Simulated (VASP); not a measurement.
# Ti (P6_3/mmc) in VASP: further runs

Runs on Ti. Level: PBE. Tasks: single point.

Everything below comes from runs of VASP 6.6.1. Logs are shortened: lines on timing, memory, paths and dates and some standing lists are left out, and cuts for length are marked.

## (1) The cell of the first run

Symmetry: P6_3/mmc, No. 194, hexagonal system. The conventional cell has a = 2.950 Å, b = 2.950 Å, c = 4.680 Å, α = 90.00°, β = 90.00°, γ = 120.00°. Ti (site symmetry -6m2) has 12 Ti at 2.89 to 2.95 Å within 3.8 Å.

## (2) Single point, PBE

File INCAR:

```
SYSTEM = Ti
ALGO     = Normal         ! electronic algorithm
EDIFF    = 1E-6           ! SCF threshold, eV
ENCUT    = 520            ! plane-wave cutoff, eV
GGA      = PE             ! functional
ISIF     = 2              ! what is computed and relaxed
ISMEAR   = 0              ! smearing method
LASPH    = .True.         ! aspherical terms in the spheres
LCHARG   = .True.         ! write CHGCAR
LELF     = .True.         ! ELF
LREAL    = .False.        ! projectors in reciprocal space
LVHAR    = .True.       
LWAVE    = .False.        ! write WAVECAR
NBANDS   = 19             ! bands
NELM     = 80             ! most SCF steps
PREC     = Accurate       ! precision mode
SIGMA    = 0.3            ! smearing width, eV
```

File KPOINTS:

```
k-points
0
Gamma
  12 12 7
  0 0 0
```

File POSCAR:

```
Ti
1.0
    2.9500000000      0.0000000000      0.0000000000
   -1.4750000000      2.5547749412      0.0000000000
    0.0000000000      0.0000000000      4.6800000000
Ti
2
Direct
    0.3333333333      0.6666666667      0.2500000000
    0.6666666667      0.3333333333      0.7500000000
```

Potentials or basis: VASP PAW PBE potentials, release 64 (Ti_sv).

Run with:

```
cat potpaw_PBE.64/Ti_sv/POTCAR > POTCAR
mpirun -np 1 vasp_std > vasp.out
```

OUTCAR:

```text
SYSTEM = Ti
   EDIFF = 1E-6
   ENCUT = 520
   GGA = PE
   ISIF = 2
   ISMEAR = 0
   LASPH = .True.
   LREAL = .False.
   NELM = 80
   PREC = Accurate

 ion  position               nearest neighbor table
   1  0.333  0.667  0.250-   2 2.89   2 2.89   2 2.89   2 2.89   2 2.89   2 2.89
   2  0.667  0.333  0.750-   1 2.89   1 2.89   1 2.89   1 2.89   1 2.89   1 2.89

  LATTYP: Found a hexagonal cell.
 ALAT       =     2.9500000000
 C/A-ratio  =     1.5864406780

  Lattice vectors:

 A1 = (   2.9500000000,   0.0000000000,   0.0000000000)
 A2 = (  -1.4750000000,   2.5547749412,   0.0000000000)
 A3 = (   0.0000000000,   0.0000000000,   4.6800000000)

Analysis of symmetry for initial positions (statically):
=====================================================================
 Subroutine PRICEL returns:
 Original cell was already a primitive cell.

 Routine SETGRP: Setting up the symmetry group for a
 hexagonal supercell.

 Subroutine GETGRP returns: Found 24 space group operations
 (whereof 12 operations were pure point group operations)
 out of a pool of 24 trial point group operations.

The static configuration has the point symmetry D_3d.
 The point group associated with its full space group is D_6h.

Analysis of symmetry for dynamics (positions and initial velocities):
=====================================================================
 Subroutine PRICEL returns:
 Original cell was already a primitive cell.

 Routine SETGRP: Setting up the symmetry group for a
 hexagonal supercell.

 Subroutine GETGRP returns: Found 24 space group operations
 (whereof 12 operations were pure point group operations)
 out of a pool of 24 trial point group operations.

The dynamic configuration has the point symmetry D_3d.
 The point group associated with its full space group is D_6h.

 Subroutine INISYM returns: Found 24 space group operations
 (whereof 12 operations are pure point group operations),
 and found     1 'primitive' translations

----------------------------------------------------------------------------------------

                                     Primitive cell

  volume of cell :      35.2712

  direct lattice vectors                    reciprocal lattice vectors
     2.950000000  0.000000000  0.000000000     0.338983051  0.195711956  0.000000000
    -1.475000000  2.554774941  0.000000000     0.000000000  0.391423911  0.000000000
     0.000000000  0.000000000  4.680000000     0.000000000  0.000000000  0.213675214

  length of vectors
     2.950000000  2.950000000  4.680000000     0.391423911  0.391423911  0.213675214

  position of ions in fractional coordinates (direct lattice)
[... 79 lines left out ...]
   EDIFF  = 0.1E-05   stopping-criterion for ELM
   LREAL  =      F    real-space projection
   EDIFFG = 0.1E-04   stopping-criterion for IOM
   NSW    =      0    number of steps for IOM
   IBRION =     -1    ionic relax: 0-MD 1-quasi-New 2-CG
   NFREE  =      0    steps in history (QN), initial steepest desc. (CG)
   ISIF   =      2    stress and relaxation
   ISYM   =      2    0-nonsym 1-usesym 2-fastsym
   POTIM  = 0.5000    time-step for ionic-motion
   TEBEG  =    0.0;   TEEND  =   0.0 temperature during run
   PSTRESS=    0.0 pullay stress
   NELECT =      24.0000    total number of electrons
   NUPDOWN=      -1.0000    fix difference up-down
   EMIN   =  10.00;   EMAX   =-10.00  energy-range for DOS
   EFERMI =   0.00;   METHOD = LEGACY
   ISMEAR =     0;   SIGMA  =   0.30  broadening in eV -4-tet -1-fermi 0-gaus
   EFERMI_NEDOS =   21; number of points for ismear=-14 and -15
   IALGO  =     38    algorithm
   IMIX   =      4    mixing-type and parameters
     AMIX     =   0.40;   BMIX     =  1.00
     AMIX_MAG =   1.60;   BMIX_MAG =  1.00
  volume/ion in A,a.u.               =      17.64       119.01
  Fermi-wavevector in a.u.,A,eV,Ry     =   1.439920  2.721055 28.209912  2.073370
  Thomas-Fermi vector in A             =   2.558722
   LORBIT       =      0    0 simple, 1 ext, 2 COOP (PROOUT), +10 PAW based schemes
   GGA     = PE    functional components
   LHFCALC =     F    Hartree Fock is set to
   AEXX    =    0.0000 exact exchange contribution
   IVDW    =     0    specifies the selected vdW correction
   LEPSILON=     F    determine dielectric tensor
   LRPA    =     F    only Hartree local field effects (RPA)
 non-spin polarized calculation
 Gauss-broadening in eV      SIGMA  =   0.30
  energy-cutoff  :      520.00
  volume of cell :       35.27
 maximum number of plane-waves:       973
 NGX is ok and might be reduce to    24
   NGX = 11   NGY = 11   NGZ = 17

 number of electron      24.0000002 magnetization

 Free energy of the ion-electron system (eV)
  ---------------------------------------------------
  ext. energy  EPLUGINS =         0.00000000
  ---------------------------------------------------
  free energy    TOTEN  =       -15.71868725 eV

  energy without entropy =      -15.61176480  energy(sigma->0) =      -15.66522603

 E-fermi :   8.1439     XC(G=0): -11.4249

 val. band max:        8.1186952409   @ k =   0.4167   0.1667   0.4286
 cond. band min:       8.1464041835   @ k =   0.3333   0.3333   0.2857
 fundamental gap:      0.0277089426
 Fermi energy:         8.1439392011

 k-point     1 :       0.0000    0.0000    0.0000
  band No.  band energies     occupation
      1     -48.6995      2.00000
      2     -48.5718      2.00000
      3     -25.2618      2.00000
      4     -24.6607      2.00000
      5     -24.6607      2.00000
      6     -24.5896      2.00000
[... 505 lines left out ...]
      6     -24.7570      2.00000
[... 11 lines left out ...]
     18      10.8599      0.00000
     19      11.5713      0.00000

 [... further k-points ...]

------------------------ aborting loop because EDIFF is reached ----------------------------------------

  FORCE on cell =-STRESS in cart. coord.  units (eV):
  Direction    XX          YY          ZZ          XY          YZ          ZX
  --------------------------------------------------------------------------------------
  -------------------------------------------------------------------------------------
  Total       -0.3213100     -0.3213100     -0.3600742      0.0000000      0.0000000      0.0000000
  in kB      -14.5953411    -14.5953411    -16.3561877      0.0000000      0.0000000      0.0000000
  external PRESSURE =     -15.1822899 kB  Pullay stress =       0.0000000 kB

 VOLUME and BASIS-vectors are now :
 -----------------------------------------------------------------------------
  energy-cutoff  :      520.00
  volume of cell :       35.27
      direct lattice vectors                 reciprocal lattice vectors
     2.950000000  0.000000000  0.000000000     0.338983051  0.195711956  0.000000000
    -1.475000000  2.554774941  0.000000000     0.000000000  0.391423911  0.000000000
     0.000000000  0.000000000  4.680000000     0.000000000  0.000000000  0.213675214

 POSITION                                       TOTAL-FORCE (eV/Angst)
 -----------------------------------------------------------------------------------
     -0.00000      1.70318      1.17000         0.000000     -0.000000      0.000000
      1.47500      0.85159      3.51000        -0.000000      0.000000      0.000000
 -----------------------------------------------------------------------------------
    total drift:                               -0.000000      0.000000     -0.000000

  FREE ENERGIE OF THE ION-ELECTRON SYSTEM (eV)
  ---------------------------------------------------
  free  energy   TOTEN  =       -15.7186872513 eV

  energy  without entropy=      -15.6117648027  energy(sigma->0) =      -15.66522603
```

It took 34 s on 1 thread of Intel Xeon Platinum 8375C at 2.90GHz (Ice Lake), shared host; peak memory 0.18 GiB.

Results:

- Free energy: -15.7187 eV
- Pressure: -1.5 GPa
- Band gap on the k mesh: zero (band 12 reaches 8.95 eV, above the bottom of band 13 at 7.88 eV)

Levels at points of the mesh, in eV from the Fermi level:
```
           k point  band 8  band 9  band 10  band 11  band 12  band 13  band 14  band 15  band 16  band 17
(0.00, 0.00, 0.00)  -32.71   -6.14    -2.62     0.75     0.80     0.80     0.91     1.28     1.28     1.65
(0.50, 0.00, 0.00)  -32.78   -2.29    -2.08    -1.77    -0.60     0.53     0.65     1.19     3.31     3.54
```

## (3) Single point, PBE

File INCAR:

```
SYSTEM = Ti
PREC = Accurate
ENCUT = 520
EDIFF = 1E-6
ISMEAR = 0
SIGMA = 0.2
LREAL = .False.
LASPH = .True.
NELM = 60
ALGO = Normal
ISIF = 2
LWAVE = .False.
LCHARG = .False.
GGA = PE
NBANDS = 19
```

File KPOINTS:

```
regular mesh
0
Gamma
  12 12 7
  0 0 0
```

POSCAR is that of step 2.

Potentials or basis: VASP PAW PBE potentials, release 64 (Ti_sv).

Run with:

```
cat potpaw_PBE.64/Ti_sv/POTCAR > POTCAR
mpirun -np 1 vasp_std > vasp.out
```

OUTCAR:

```text
SYSTEM = Ti
   PREC = Accurate
   ENCUT = 520
   EDIFF = 1E-6
   ISMEAR = 0
   LREAL = .False.
   LASPH = .True.
   NELM = 60
   ISIF = 2
   GGA = PE

 ion  position               nearest neighbor table
   1  0.333  0.667  0.250-   2 2.89   2 2.89   2 2.89   2 2.89   2 2.89   2 2.89
   2  0.667  0.333  0.750-   1 2.89   1 2.89   1 2.89   1 2.89   1 2.89   1 2.89

  LATTYP: Found a hexagonal cell.
 ALAT       =     2.9500000000
 C/A-ratio  =     1.5864406780

  Lattice vectors:

 A1 = (   2.9500000000,   0.0000000000,   0.0000000000)
 A2 = (  -1.4750000000,   2.5547749412,   0.0000000000)
 A3 = (   0.0000000000,   0.0000000000,   4.6800000000)

Analysis of symmetry for initial positions (statically):
=====================================================================
 Subroutine PRICEL returns:
 Original cell was already a primitive cell.

 Routine SETGRP: Setting up the symmetry group for a
 hexagonal supercell.

 Subroutine GETGRP returns: Found 24 space group operations
 (whereof 12 operations were pure point group operations)
 out of a pool of 24 trial point group operations.

[... 156 lines left out ...]

 Free energy of the ion-electron system (eV)
  ---------------------------------------------------
  ext. energy  EPLUGINS =         0.00000000
  ---------------------------------------------------
  free energy    TOTEN  =       -15.68989490 eV

  energy without entropy =      -15.64529709  energy(sigma->0) =      -15.66759599

 E-fermi :   8.1638     XC(G=0): -11.4255

 val. band max:        8.1601412145   @ k =   0.0833   0.0833   0.4286
 cond. band min:       8.1654192972   @ k =   0.0000   0.0000   0.4286
 fundamental gap:      0.0052780827
 Fermi energy:         8.1638336223

 k-point     1 :       0.0000    0.0000    0.0000
  band No.  band energies     occupation
      1     -48.7072      2.00000
      2     -48.5795      2.00000
      3     -25.2738      2.00000
      4     -24.6652      2.00000
      5     -24.6652      2.00000
      6     -24.6022      2.00000
[... 505 lines left out ...]
      6     -24.7615      2.00000
[... 11 lines left out ...]
     18      10.8570      0.00000
     19      11.5645      0.00000

 [... further k-points ...]
[... 5 lines left out ...]
  --------------------------------------------------------------------------------------
  -------------------------------------------------------------------------------------
  Total       -0.3461965     -0.3461965     -0.4092648      0.0000000      0.0000000      0.0000000
  in kB      -15.7257981    -15.7257981    -18.5906437      0.0000000      0.0000000      0.0000000
  external PRESSURE =     -16.6807466 kB  Pullay stress =       0.0000000 kB

 VOLUME and BASIS-vectors are now :
 -----------------------------------------------------------------------------
  energy-cutoff  :      520.00
  volume of cell :       35.27
      direct lattice vectors                 reciprocal lattice vectors
     2.950000000  0.000000000  0.000000000     0.338983051  0.195711956  0.000000000
    -1.475000000  2.554774941  0.000000000     0.000000000  0.391423911  0.000000000
     0.000000000  0.000000000  4.680000000     0.000000000  0.000000000  0.213675214

 POSITION                                       TOTAL-FORCE (eV/Angst)
 -----------------------------------------------------------------------------------
     -0.00000      1.70318      1.17000         0.000000      0.000000      0.000000
      1.47500      0.85159      3.51000        -0.000000      0.000000      0.000000
 -----------------------------------------------------------------------------------
    total drift:                               -0.000000      0.000000     -0.000000

  FREE ENERGIE OF THE ION-ELECTRON SYSTEM (eV)
  ---------------------------------------------------
  free  energy   TOTEN  =       -15.6898949027 eV

  energy  without entropy=      -15.6452970871  energy(sigma->0) =      -15.66759599
```

Wall time 35 s (1 thread of Intel Xeon Platinum 8375C at 2.90GHz (Ice Lake), shared host); peak memory 0.18 GiB.

Results:

```
Free energy            : -15.6899 eV
Pressure               : -1.7 GPa
Band gap on the k mesh : zero (band 12 reaches 8.94 eV, above the bottom of band 13 at 7.88 eV)
```

Stress tensor (GPa, compression positive):
```
-1.57  0.00  0.00
 0.00 -1.57  0.00
 0.00  0.00 -1.86
```

## (4) Single point, PBE

INCAR, as its differences from that of step 3:

```diff
@@ -3,5 +3,5 @@
 ENCUT = 520
-EDIFF = 1E-6
+EDIFF = 1E-7
 ISMEAR = 0
-SIGMA = 0.2
+SIGMA = 0.1
 LREAL = .False.
```

KPOINTS is that of step 3.

POSCAR is that of step 3.

Run with:

```
cat potpaw_PBE.64/Ti_sv/POTCAR > POTCAR
mpirun -np 1 vasp_std > vasp.out
```

Run time: 41 s. Hardware: 1 thread of Intel Xeon Platinum 8375C at 2.90GHz (Ice Lake), shared host; peak memory 0.18 GiB.

It converged, with:

```
Free energy            : -15.6736 eV
Pressure               : -1.8 GPa
Band gap on the k mesh : zero (band 12 reaches 8.94 eV, above the bottom of band 13 at 7.88 eV)
```

Stress tensor (GPa, compression positive):
```
-1.62  0.00  0.00
 0.00 -1.62  0.00
 0.00  0.00 -2.01
```

Levels at points of the mesh, in eV from the Fermi level:
| k point | band 9 | band 10 | band 11 | band 12 | band 13 | band 14 | band 15 | band 16 |
| --- | --- | --- | --- | --- | --- | --- | --- | --- |
| (0.00, 0.00, 0.00) | -6.18 | -2.66 | 0.71 | 0.76 | 0.76 | 0.85 | 1.24 | 1.24 |
| (0.50, 0.00, 0.00) | -2.33 | -2.12 | -1.82 | -0.65 | 0.48 | 0.60 | 1.14 | 3.27 |

## (5) Single point, PBE

File INCAR:

```
SYSTEM = Ti
  PREC = Accurate
  ENCUT = 520
  EDIFF = 1E-7
  ISMEAR = 0
  SIGMA = 0.05
  LREAL = .FALSE.
  LASPH = .TRUE.
  NELM = 80
  ALGO = Normal
  ISIF = 2
  LWAVE = .FALSE.
  LCHARG = .FALSE.
  GGA = PE
  NBANDS = 19
```

File KPOINTS:

```
Automatic mesh
0
G
  12 12 7
  0 0 0
```

POSCAR is that of step 4.

Run with:

```
cat potpaw_PBE.64/Ti_sv/POTCAR > POTCAR
mpirun -np 1 vasp_std > vasp.out
```

Wall time 44 s (1 thread of Intel Xeon Platinum 8375C at 2.90GHz (Ice Lake), shared host); peak memory 0.18 GiB.

It converged, with:

```yaml
Free_energy: -15.6697 eV
Pressure: -1.8 GPa
Band_gap_on_the_k_mesh: zero (band 12 reaches 8.94 eV, above the bottom of band 13 at 7.88 eV)
```

Stress tensor (GPa, compression positive):
```
-1.61  0.00  0.00
 0.00 -1.61  0.00
 0.00  0.00 -2.03
```

Levels at points of the mesh, in eV from the Fermi level:
```tsv
k point	band 9	band 10	band 11	band 12	band 13	band 14	band 15	band 16
(0.00, 0.00, 0.00)	-6.18	-2.66	0.70	0.76	0.76	0.85	1.24	1.24
(0.50, 0.00, 0.00)	-2.34	-2.12	-1.82	-0.65	0.47	0.60	1.14	3.27
```

## (6) Summary

```tsv
smearing	gap on the mesh (eV)	pressure (GPa)
gaussian 0.3 eV	none	-1.5
gaussian 0.2 eV	none	-1.7
gaussian 0.1 eV	none	-1.8
gaussian 0.05 eV	none	-1.8
```

Alike in all rows: task single point; level PBE; potentials or basis VASP PAW PBE potentials, release 64 (Ti_sv); no spin polarisation; cell as given; k mesh 12 × 12 × 7; cutoff (eV) 520.

Every run on the cell as given and a fine mesh finds a metal.

Absolute energies hang on the potentials; compare differences alone.
